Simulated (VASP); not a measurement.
The system is Ge5As.

```xyz
6
Lattice="0.0000 3.9526 3.9526 3.9526 0.0000 3.9526 3.9526 3.9526 0.0000" Properties=species:S:1:pos:R:3 pbc="T T T"
Ge    6.9250    4.9328    4.9328
Ge    6.9250    6.9250    6.9250
Ge    1.9763    1.9763    1.9763
Ge    4.9328    4.9328    6.9250
Ge    4.9328    6.9250    4.9328
As    3.9526    3.9526    3.9526
```

The cell was generated, and may not be a known phase.

| Item | Value |
| --- | --- |
| Program | VASP 6.6.1 |
| Task | relaxation of cell and atoms |
| Functional | PBE |
| Potentials or basis | VASP PAW PBE potentials, release 64 (Ge_d, As) |
| Cutoff | 600 eV |
| k mesh | 8 × 8 × 8 |
| Occupations | gaussian, width 0.1 eV |
| Spin | no spin polarisation |

At the start: pressure -1.3 GPa; volume 20.58 Å³/atom.

Q: Where does the relaxation end?

A: Over 5 steps the energy falls by 2.5 meV/atom and the volume is 20.14 Å³/atom (-2.1 %); space group F-43m (No. 216, to 0.1 Å) before and after.

The path:
```csv
step,energy change (eV),largest force (eV/Å),pressure (GPa),volume (Å³)
1,0.0000,0.1602,-1.26,123.50
2,-0.0133,0.0900,0.16,120.63
3,-0.0133,0.0892,0.15,120.63
4,-0.0146,0.0282,0.11,120.78
5,-0.0147,0.0009,0.07,120.85
```

Final structure:
```
Ge As
1.0
     0.00000    3.92413    3.92413
     3.92413    0.00000    3.92413
     3.92413    3.92413    0.00000
Ge As
5 1
Direct
  0.37524 0.87492 0.87492
  0.87492 0.87492 0.87492
  0.25000 0.25000 0.25000
  0.87492 0.87492 0.37524
  0.87492 0.37524 0.87492
  0.50000 0.50000 0.50000
```

Caveat: an odd number of electrons without spin polarisation forces a metal; a magnetic or distorted state may lie lower.
